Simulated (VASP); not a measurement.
Write the native input for VASP 6.6.1 that does the following.

```yaml
Task: single point
Functional: PBE
Potentials_or_basis: VASP PAW PBE potentials, release 64 (Bi_d, Te)
Cutoff: 520 eV
k_mesh: 8 × 8 × 8
Occupations: gaussian, width 0.1 eV
Spin: no spin polarisation
Dipole_correction: no
Further_INCAR_settings: ALGO = Normal; EDIFF = 1e-07; NBANDS = 36
```

The structure of BiTe2 lies in POSCAR:

```
BiTe2
1.0
   -3.1514832256      3.1514832256      5.0522487148
    3.1514832256     -3.1514832256      5.0522487148
    3.1514832256      3.1514832256     -5.0522487148
Bi Te
2 4
Direct
    0.0000000000      0.0000000000      0.0000000000
    0.7500000000      0.2500000000      0.5000000000
    0.3199867396      0.3199867396      0.0000000000
    1.0699867396      0.5699867396      0.5000000000
    0.4300132604     -0.0699867396      0.5000000000
    0.6800132604      0.6800132604      0.0000000000
```

The input as run:

INCAR

```
SYSTEM = BiTe2
ALGO = Normal ; EDIFF = 1E-7
ENCUT = 520 ; GGA = PE
ISIF = 2 ; ISMEAR = 0
LASPH = .True. ; LCHARG = .True.
LELF = .True. ; LREAL = .False.
LVHAR = .True. ; LWAVE = .False.
NBANDS = 36 ; NELM = 100
PREC = Accurate ; SIGMA = 0.1
```

KPOINTS

```
k-points
0
Gamma
  8 8 8
  0 0 0
```

Potentials or basis: VASP PAW PBE potentials, release 64 (Bi_d, Te).

Command:

```console
$ cat potpaw_PBE.64/Bi_d/POTCAR potpaw_PBE.64/Te/POTCAR > POTCAR
$ mpirun -np 1 vasp_std > vasp.out
```

Results of the run:

```
Pressure               : 0.0 GPa
Largest force          : 0.012 eV/Å
Band gap on the k mesh : zero (bands 27 and 28 overlap by 1.86 eV)
```

Caveat: spin-orbit coupling is left out, which moves the levels of the heavy elements.

Run time: 4.2 min on 1 thread of AMD EPYC 9R45 96-Core Processor (Zen 5) (shared host), peak memory 0.53 GiB.
